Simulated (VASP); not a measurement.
Runs of VASP 6.6.1 on Pd. The structure is that of space group Im-3m (No. 229), or close to it. The cells are those of the table. 

| level | cell | k mesh | cutoff (eV) | gap on the mesh (eV) | pressure (GPa) |
| --- | --- | --- | --- | --- | --- |
| r2SCAN | a = 2.689 Å, angles 109.5°, 1 atom | 18 × 18 × 18 | 520 | none | 1.3 |
| r2SCAN | a = 2.719 Å, angles 109.5°, 1 atom | 18 × 18 × 18 | 520 | none | (a) |
| r2SCAN | a = 2.692 Å, angles 109.5°, 1 atom | 18 × 18 × 18 | 550 | none | 0.6 |
| PBE | a = 2.729 Å, angles 109.5°, 1 atom | 8 × 8 × 8 | 500 | none | -2.0 |

Alike in all rows: task single point; potentials or basis VASP PAW PBE potentials, release 64 (Pd); no spin polarisation; smearing gaussian 0.05 eV.

Problem. Fill in the values left out.

Solution. (a) -4.4.

Caveats: the PAW data sets were made with another functional, which shifts forces and pressure a little (some runs).

A k mesh can miss the band edges, and the runs leave out spin-orbit coupling on Pd.

A gap of «none» marks levels without a gap at the run's occupations.
